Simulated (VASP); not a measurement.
# ZnO (P6_3mc) in VASP: further runs, part 3 of 3

VASP 6.6.1. Earlier steps stand in the parts before.

**5. Single point, PBE+D3(BJ)**

This run uses another cell than the first one, of 12.14 Å³/atom.

Contents of INCAR:

```
PREC = Accurate ; ENCUT = 520
EDIFF = 1E-6 ; ISMEAR = -1
SIGMA = 0.05 ; LREAL = F
LASPH = T ; NELM = 60
ALGO = Normal ; ISIF = 2
LWAVE = F ; LCHARG = F
GGA = PE ; IVDW = 12
NBANDS = 26
```

Contents of KPOINTS:

```
regular mesh
0
Gamma
  9 9 5
```

Contents of POSCAR:

```
ZnO
1.0
    3.2708272232      0.0000000000      0.0000000000
   -1.6354136116      2.8326194666      0.0000000000
    0.0000000000      0.0000000000      5.2401848988
Zn O
2 2
Direct
    0.6666666667      0.3333333333      0.0000000000
    0.3333333333      0.6666666667      0.5000000000
    0.3333333333      0.6666666667      0.8790100000
    0.6666666667      0.3333333333      0.3790100000
```

Potentials or basis: VASP PAW PBE potentials, release 64 (Zn, O).

Command:

```sh
cat potpaw_PBE.64/Zn/POTCAR potpaw_PBE.64/O/POTCAR > POTCAR
mpirun -np 1 vasp_std > vasp.out
```

OUTCAR:

```text
PREC = Accurate
   ENCUT = 520
   EDIFF = 1E-6
   ISMEAR = -1
   LREAL = F
   LASPH = T
   NELM = 60
   ISIF = 2
   GGA = PE
   IVDW = 12
 IVDW          = 12

 ion  position               nearest neighbor table
   1  0.667  0.333  0.000-   4 1.99   3 1.99   3 1.99   3 1.99
   2  0.333  0.667  0.500-   3 1.99   4 1.99   4 1.99   4 1.99
   3  0.333  0.667  0.879-   2 1.99   1 1.99   1 1.99   1 1.99
   4  0.667  0.333  0.379-   1 1.99   2 1.99   2 1.99   2 1.99

  LATTYP: Found a hexagonal cell.
 ALAT       =     3.2708272232
 C/A-ratio  =     1.6020977390

  Lattice vectors:

 A1 = (   3.2708272232,   0.0000000000,   0.0000000000)
 A2 = (  -1.6354136116,   2.8326194666,   0.0000000000)
 A3 = (   0.0000000000,   0.0000000000,   5.2401848988)

Analysis of symmetry for initial positions (statically):
=====================================================================
 Subroutine PRICEL returns:
 Original cell was already a primitive cell.

 Routine SETGRP: Setting up the symmetry group for a
 hexagonal supercell.

 Subroutine GETGRP returns: Found 12 space group operations
 (whereof  6 operations were pure point group operations)
 out of a pool of 24 trial point group operations.

The static configuration has the point symmetry C_3v.
 The point group associated with its full space group is C_6v.

Analysis of symmetry for dynamics (positions and initial velocities):
=====================================================================
 Subroutine PRICEL returns:
 Original cell was already a primitive cell.

 Routine SETGRP: Setting up the symmetry group for a
 hexagonal supercell.

 Subroutine GETGRP returns: Found 12 space group operations
 (whereof  6 operations were pure point group operations)
 out of a pool of 24 trial point group operations.

The dynamic configuration has the point symmetry C_3v.
 The point group associated with its full space group is C_6v.
[... 119 lines left out ...]
   EFERMI_NEDOS =   21; number of points for ismear=-14 and -15
   IALGO  =     38    algorithm
   IMIX   =      4    mixing-type and parameters
     AMIX     =   0.40;   BMIX     =  1.00
     AMIX_MAG =   1.60;   BMIX_MAG =  1.00
  volume/ion in A,a.u.               =      12.14        81.91
  Fermi-wavevector in a.u.,A,eV,Ry     =   1.481761  2.800122 29.873168  2.195616
  Thomas-Fermi vector in A             =   2.595631
   LORBIT       =      0    0 simple, 1 ext, 2 COOP (PROOUT), +10 PAW based schemes
   GGA     = PE    functional components
   LHFCALC =     F    Hartree Fock is set to
   AEXX    =    0.0000 exact exchange contribution
   IVDW    =    12    specifies the selected vdW correction
   LEPSILON=     F    determine dielectric tensor
   LRPA    =     F    only Hartree local field effects (RPA)
 non-spin polarized calculation
  energy-cutoff  :      520.00
  volume of cell :       48.55
 maximum number of plane-waves:      1323
   NGX = 13   NGY = 13   NGZ = 19

 number of electron      36.0000022 magnetization

 Free energy of the ion-electron system (eV)
  ---------------------------------------------------
  ext. energy  EPLUGINS =         0.00000000
  ---------------------------------------------------
  free energy    TOTEN  =       -17.84966191 eV

  energy without entropy =      -17.84965669  energy(sigma->0) =      -17.84965930

 E-fermi :   1.4447     XC(G=0): -10.8062

 val. band max:        1.0230368392   @ k =   0.0000   0.0000   0.0000
 cond. band min:       1.7834416600   @ k =   0.0000   0.0000   0.0000
 fundamental gap:      0.7604048208
 Fermi energy:         1.4447015837

 k-point     1 :       0.0000    0.0000    0.0000
  band No.  band energies     occupation
      1     -16.9074      2.00000
      2     -16.2061      2.00000
      3      -4.5713      2.00000
      4      -4.5713      2.00000
      5      -4.5343      2.00000
      6      -4.4519      2.00000
[... 685 lines left out ...]
     25      14.4985      0.00000
     26      15.4238      0.00000

 [... further k-points ...]

------------------------ aborting loop because EDIFF is reached ----------------------------------------

 Edisp (eV)   -0.87890

 E8    (eV) :    -0.3317

  FORCE on cell =-STRESS in cart. coord.  units (eV):
  Direction    XX          YY          ZZ          XY          YZ          ZX
  --------------------------------------------------------------------------------------
  -------------------------------------------------------------------------------------
  Total      -0.14827    -0.14827     0.37281     0.00000    -0.00000     0.00000
  in kB      -4.89302    -4.89302    12.30290     0.00000    -0.00000     0.00000
  external pressure =        0.84 kB  Pullay stress =        0.00 kB

 VOLUME and BASIS-vectors are now :
 -----------------------------------------------------------------------------
  energy-cutoff  :      520.00
  volume of cell :       48.55
      direct lattice vectors                 reciprocal lattice vectors
     3.270827223  0.000000000  0.000000000     0.305733055  0.176515062  0.000000000
    -1.635413612  2.832619467  0.000000000     0.000000000  0.353030123  0.000000000
     0.000000000  0.000000000  5.240184899     0.000000000  0.000000000  0.190832961

 POSITION                                       TOTAL-FORCE (eV/Angst)
 -----------------------------------------------------------------------------------
      1.63541      0.94421      0.00000         0.000000      0.000000     -0.065354
     -0.00000      1.88841      2.62009         0.000000      0.000000     -0.065354
     -0.00000      1.88841      4.60617         0.000000      0.000000      0.065354
      1.63541      0.94421      1.98608        -0.000000     -0.000000      0.065354
 -----------------------------------------------------------------------------------
    total drift:                               -0.000001     -0.000001     -0.000659

  FREE ENERGIE OF THE ION-ELECTRON SYSTEM (eV)
  ---------------------------------------------------
  free  energy   TOTEN  =       -18.7285653354 eV

  energy  without entropy=      -18.7285601136  energy(sigma->0) =      -18.72856272
```

OSZICAR:

```text
N       E                     dE             d eps       ncg     rms          rms(c)
DAV:   1     0.301568516144E+03    0.30157E+03   -0.18085E+04  1880   0.200E+03
DAV:   2     0.114994651986E+02   -0.29007E+03   -0.27159E+03  1996   0.414E+02
DAV:   3    -0.204546703424E+02   -0.31954E+02   -0.31534E+02  2058   0.140E+02
DAV:   4    -0.210887605699E+02   -0.63409E+00   -0.63268E+00  2130   0.202E+01
DAV:   5    -0.210918968171E+02   -0.31362E-02   -0.31361E-02  2010   0.146E+00    0.143E+01
DAV:   6    -0.176839691792E+02    0.34079E+01   -0.67134E+00  2964   0.621E+01    0.872E+00
DAV:   7    -0.178876596808E+02   -0.20369E+00   -0.29228E+00  1934   0.171E+01    0.523E+00
DAV:   8    -0.178971848879E+02   -0.95252E-02   -0.50858E-01  2732   0.739E+00    0.162E+00
DAV:   9    -0.178468939293E+02    0.50291E-01   -0.10209E-01  2736   0.625E+00    0.295E-01
DAV:  10    -0.178495385222E+02   -0.26446E-02   -0.36503E-02  1884   0.132E+00    0.129E-01
DAV:  11    -0.178496265046E+02   -0.87982E-04   -0.60637E-04  2182   0.324E-01    0.319E-02
DAV:  12    -0.178496572726E+02   -0.30768E-04   -0.12242E-04  2158   0.314E-01    0.170E-02
DAV:  13    -0.178496673894E+02   -0.10117E-04   -0.25804E-05  2074   0.100E-01    0.202E-02
DAV:  14    -0.178496620275E+02    0.53619E-05   -0.15950E-05  2158   0.382E-02    0.207E-03
DAV:  15    -0.178496619104E+02    0.11710E-06   -0.20699E-06  1550   0.133E-02
   1 F= -.18728565E+02 E0= -.18728563E+02  d E =-.522179E-05
```

stdout:

```text
POSCAR found type information on POSCAR ZnO
 POSCAR found :  2 types and       4 ions
 scaLAPACK will be used
 LDA part: xc-table for (Slater+PW92), standard interpolation
 POSCAR, INCAR and KPOINTS ok, starting setup
 FFT: planning ... GRIDC
 FFT: planning ... GRID_SOFT
 FFT: planning ... GRID
 WAVECAR not read
 entering main loop
```

Run time: 29 s. Hardware: 1 thread of Intel Xeon Platinum 8488C (Sapphire Rapids), shared host; peak memory 0.18 GiB.

Results:

```
Free energy                : -18.7286 eV
Pressure                   : 0.1 GPa
Largest force              : 0.065 eV/Å
Band gap on the k mesh     : 0.76 eV
Dispersion energy per atom : -0.220 eV
```

Forces in eV/Å, atoms in the order of the input:
```
Zn   0.000  0.000 -0.065
Zn   0.000  0.000 -0.065
O    0.000  0.000  0.065
O    0.000  0.000  0.065
```

Stress tensor (GPa, compression positive):
```
-0.49  0.00  0.00
 0.00 -0.49  0.00
 0.00  0.00  1.23
```

Levels at points of the mesh, in eV from the valence-band top:
| k point | band 16 | band 17 | band 18 | band 19 | band 20 | band 21 |
| --- | --- | --- | --- | --- | --- | --- |
| (0.00, 0.00, 0.00) | -0.06 | 0.00 | 0.00 | 0.76 | 5.14 | 8.20 |

**6. Summary**

| level | cell | gap on the mesh (eV) | pressure (GPa) | largest force (eV/Å) |
| --- | --- | --- | --- | --- |
| PBE+D3(BJ) | a = 3.249, b = 3.249, c = 5.206 Å, angles 90.0, 90.0, 120.0°, 4 atoms | 0.79 | 2.9 | 0.07 |
| BLYP | a = 3.249, b = 3.249, c = 5.206 Å, angles 90.0, 90.0, 120.0°, 4 atoms | 0.96 | 10.4 | 0.07 |
| SVWN5 | a = 3.249, b = 3.249, c = 5.206 Å, angles 90.0, 90.0, 120.0°, 4 atoms | 0.73 | -6.3 | 0.05 |
| PBE+D3(BJ) | a = 3.271, b = 3.271, c = 5.240 Å, angles 90.0, 90.0, 120.0°, 4 atoms | 0.76 | 0.1 | 0.07 |

Alike in all rows: task single point; potentials or basis VASP PAW PBE potentials, release 64 (Zn, O); no spin polarisation; k mesh 9 × 9 × 5; cutoff (eV) 520; smearing fermi-dirac 0.05 eV.

On the cell as given the gap runs from 0.73 eV (SVWN5) to 0.96 eV (BLYP). The pressure there spans -6.3 GPa (SVWN5) to 10.4 GPa (BLYP); a positive pressure means that this level wants a larger cell, a negative one a smaller.

Caveats: the PAW data sets were made with another functional, which shifts forces and pressure a little (at least some runs); the cell stands under pressure (at least some runs); the cell stands under tension (at least some runs).

Absolute energies hang on the potentials; compare differences alone.

**7. Against experiment**

Step 5. Measured gap of ZnO: 3.37 eV (quoted in “Electronic structure of alkaline earth and post-transition metal oxides”, 2009, arxiv:0908.1581). This calculation gives 0.76 eV (-2.61 eV). So large a miss can be the level of theory's own, or it may mean another phase, state or a wrong row. The value is that of PBE+D3(BJ), without temperature or zero-point motion. Semilocal functionals fall short of measured gaps as a rule.
